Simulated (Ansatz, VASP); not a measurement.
# Two plane-wave programs on As

Contents of POSCAR:

```
As
1.0
    0.0000000000      2.0333307634      2.0333307634
    2.0333307634      0.0000000000      2.0333307634
    2.0333307634      2.0333307634      0.0000000000
As
1
Direct
    0.0000000000      0.0000000000      0.0000000000
```

File INCAR.step1:

```
PREC = Accurate
ENCUT = 520
ISMEAR = -1
SIGMA = 0.1
LREAL = False
LASPH = True
NELM = 80
NBANDS = 8
GGA = PE
ALGO = Normal
EDIFF = 1E-4
LWAVE = True
LCHARG = False
```

INCAR.step2

```
PREC = Accurate
ENCUT = 520
EDIFF = 1E-6
ISMEAR = -1
SIGMA = 0.1
LREAL = False
LASPH = True
NELM = 80
ALGO = Normal
ISIF = 2
LWAVE = False
LCHARG = False
METAGGA = R2SCAN
LMIXTAU = True
NBANDS = 8
ISTART = 1
```

KPOINTS

```
Automatic mesh
0
Gamma
  14 14 14
```

Input for Ansatz:

```yaml
crystal:
  lattice:
    - [0.0, 2.0333307634, 2.0333307634]
    - [2.0333307634, 0.0, 2.0333307634]
    - [2.0333307634, 2.0333307634, 0.0]
  atoms:
    - { symbol: As, position: [0.0, 0.0, 0.0] }
hamiltonian:
  xc: r2scan
  pseudopotentials:
    kind: paw
    azcp:
      As: "pseudopotentials/As.paw.azcp"
basis:
  ecutwfc: 500
  fft_grid_basis: typed
kpoints:
  mp_grid: { grid: [14, 14, 14], shift: [0, 0, 0] }
magnetization:
  spin_polarized: false
scf:
  occupations: { method: fermi_dirac, width: 0.1 }
  lower_state_search: "off"
output:
  stress: true
```

Alike in both runs: task single point; functional r2SCAN; k mesh 14 × 14 × 14; occupations fermi-dirac, width 0.1 eV; no spin polarisation.

```csv
,VASP,Ansatz
version,VASP 6.6.1,Ansatz 0.2.0
potentials or method,"VASP PAW PBE potentials, release 64 (As), cutoff 520 eV","plane waves (500 eV) with PAW, scalar-relativistic"
valence electrons in the cell,5,15
```

|  | VASP | Ansatz | Ansatz less VASP |
| --- | --- | --- | --- |
| pressure (GPa) | 13.8 | 13.8 | -0.01 |

VASP's potentials were made for PBE, not for r2SCAN. With one functional, cell and mesh, what is left measures potentials, basis and numerics. VASP's potentials hold 5 valence electrons a cell and Ansatz's 15, so a difference there can come from the potentials and not from the codes.
